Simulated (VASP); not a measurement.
A run of VASP 6.6.1 is set up as follows.

Contents of INCAR:

```
PREC = Accurate
ENCUT = 600
EDIFF = 1E-6
ISMEAR = 0
SIGMA = 0.15
LREAL = F
LASPH = T
NELM = 120
ALGO = Normal
ISIF = 2
LWAVE = F
LCHARG = F
GGA = PS
NBANDS = 54
GGA_COMPAT = F
```

The input KPOINTS:

```
Automatic mesh
0
Gamma
  17 17 3
```

Contents of POSCAR:

```
Cu
1.0
   -2.5195435222      0.0000000000      0.0000000000
   -1.2597717611     -2.1819886961      0.0000000000
    0.0000000000      0.0000000000     16.4659939893
Cu
8
Direct
    0.0000000000      0.0000000000      0.0000000000
    0.0000000000      0.0000000000      0.5000000000
    0.3333333333      0.3333333333      0.1250000000
    0.3333333333      0.3333333333      0.6250000000
    1.0000000000      1.0000000000      0.2500000000
    1.0000000000      1.0000000000      0.7500000000
    0.6666666667      0.6666666667      0.3750000000
    0.6666666667      0.6666666667      0.8750000000
```

Potentials or basis: VASP PAW PBE potentials, release 64 (Cu).

Command:

```sh
$ cat potpaw_PBE.64/Cu/POTCAR > POTCAR
$ mpirun -np 1 vasp_std > vasp.out
```

**Question.** Estimate the band gap on the k mesh.

**Answer.** Zero (bands 44 and 45 overlap by 4.81 eV).

**Question.** Predict the pressure.

**Answer.** 0.9 GPa.

Stress tensor (GPa, compression positive):
```
0.49 0.00 0.00
0.00 0.49 0.00
0.00 0.00 1.75
```

Caveat: the PAW data sets were made with another functional, which shifts forces and pressure a little.
